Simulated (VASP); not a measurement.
Set up this calculation in VASP 6.6.1, as the native input.

```yaml
Task: single point
Functional: PBEsol
Potentials_or_basis: VASP PAW PBE potentials, release 64 (Ta_pv)
Cutoff: 520 eV
k_mesh: 18 × 18 × 10
Occupations: gaussian, width 0.15 eV
Spin: no spin polarisation
Dipole_correction: no
Further_INCAR_settings: ALGO = Fast; EDIFF = 1e-06; NBANDS = 18
```

The structure of Ta lies in POSCAR:

```
Ta
1.0
    2.9003720726      0.0000000000      0.0000000000
   -1.4501860363      2.5117958953      0.0000000000
    0.0000000000      0.0000000000      5.0112857800
Ta
2
Direct
    0.6666666667      0.3333333333      0.7500000000
    0.3333333333      0.6666666667      0.2500000000
```

This cell differs from its parent crystal: strain -0.0300 x Voigt [0, 0, 1, 0, 0, 0].

The input as run:

INCAR

```
ALGO = Fast ; EDIFF = 1E-6
ENCUT = 520 ; GGA = PS
ISIF = 2 ; ISMEAR = 0
LASPH = True ; LCHARG = True
LELF = True ; LREAL = False
LVHAR = True ; LWAVE = False
NBANDS = 18 ; NELM = 100
PREC = Accurate ; SIGMA = 0.15
```

KPOINTS

```
k-points
0
Gamma
  18 18 10
```

Potentials or basis: VASP PAW PBE potentials, release 64 (Ta_pv).

Launch:

```console
$ cat potpaw_PBE.64/Ta_pv/POTCAR > POTCAR
$ mpirun -np 1 vasp_std > vasp.out
```

It gave:

```json
{
  "Pressure": "-1.6 GPa",
  "Band gap on the k mesh": "zero (band 11 reaches 7.20 eV, above the bottom of band 12 at 4.95 eV)"
}
```

Caveat: the cell differs from its parent crystal (strain -0.0300 x Voigt [0, 0, 1, 0, 0, 0]); the PAW data sets were made with another functional, which shifts forces and pressure a little; spin-orbit coupling is left out, which moves the levels of the heavy elements.

It took 44 s on 1 thread of Intel(R) Xeon(R) 6975P-C (Granite Rapids) (shared host), peak memory 0.25 GiB.
